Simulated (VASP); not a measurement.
Cd: single point with PBEsol

Crystal: Cd.

```xyz
1
Lattice="0.0000 2.2729 2.2729 2.2729 0.0000 2.2729 2.2729 2.2729 0.0000" Properties=species:S:1:pos:R:3 pbc="T T T"
Cd    0.0000    0.0000    0.0000
```

This isn't the form of Cd at room conditions, which is hcp.

| Property | Result |
| --- | --- |
| Program | VASP 6.6.1 |
| Task | single point |
| Functional | PBEsol |
| Potentials or basis | VASP PAW PBE potentials, release 64 (Cd) |
| Cutoff | 520 eV |
| k mesh | 14 × 14 × 14 |
| Occupations | fermi-dirac, width 0.1 eV |
| Spin | no spin polarisation |

```yaml
Pressure: -4.7 GPa
Band_gap_on_the_k_mesh: zero (bands 6 and 7 overlap by 2.82 eV)
```

Levels at points of the mesh, in eV from the Fermi level:
```tsv
k point	band 3	band 4	band 5	band 6	band 7	band 8	band 9	band 10
(0.00, 0.00, 0.00)	-8.83	-8.44	-8.44	-8.24	13.68	14.25	14.25	14.25
(0.50, 0.00, 0.00)	-8.82	-8.11	-8.11	-2.01	-1.39	11.91	11.91	12.80
(0.50, 0.50, 0.00)	-8.13	-8.03	-8.03	-0.59	1.16	6.56	6.56	10.54
```

Run time: 42 s on 1 thread of Intel Xeon 8259CL, on a shared host, peak memory 0.16 GiB.

Caveat: the cell stands under tension; the PAW data sets were made with another functional, which shifts forces and pressure a little.
